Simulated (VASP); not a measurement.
Write the native input for VASP 6.6.1 that does the following.

| Property | Result |
| --- | --- |
| Task | single point |
| Functional | PBE |
| Potentials or basis | VASP PAW PBE potentials, release 64 (Ca_sv, Se) |
| Cutoff | 520 eV |
| k mesh | 8 × 8 × 8 |
| Occupations | gaussian, width 0.01 eV |
| Spin | no spin polarisation |
| Dipole correction | no |
| Further INCAR settings | ALGO = Normal; EDIFF = 1e-07; NBANDS = 15 |

The structure of CaSe lies in POSCAR:

```
CaSe
1.0
    0.0000000000      2.9675264115      2.9675264115
    2.9675264115      0.0000000000      2.9675264115
    2.9675264115      2.9675264115      0.0000000000
Ca Se
1 1
Direct
    0.0000000000      0.0000000000      0.0000000000
    0.5000000000      0.5000000000      0.5000000000
```

One way to write it, as run:

INCAR

```
PREC     = Accurate       # precision mode
ENCUT    = 520            # plane-wave cutoff, eV
EDIFF    = 1E-7           # SCF threshold, eV
ISMEAR   = 0              # smearing method
SIGMA    = 0.01           # smearing width, eV
LREAL    = F              # projectors in reciprocal space
LASPH    = T              # aspherical terms in the spheres
NELM     = 80             # most SCF steps
ALGO     = Normal         # electronic algorithm
ISIF     = 2              # what is computed and relaxed
LWAVE    = F              # write WAVECAR
LCHARG   = F              # write CHGCAR
GGA      = PE             # functional
NBANDS   = 15             # bands
```

KPOINTS

```
Automatic mesh
0
Gamma
  8 8 8
```

Potentials or basis: VASP PAW PBE potentials, release 64 (Ca_sv, Se).

Launch:

```bash
$ cat potpaw_PBE.64/Ca_sv/POTCAR potpaw_PBE.64/Se/POTCAR > POTCAR
$ mpirun -np 1 vasp_std > vasp.out
```

Results of the run:

```yaml
Pressure: 0.7 GPa
Band_gap_on_the_k_mesh: 2.05 eV, indirect (least direct gap 2.97 eV)
```

Wall time 34 s on 1 thread of AMD EPYC 7571, with other jobs on the host, peak memory 0.15 GiB.
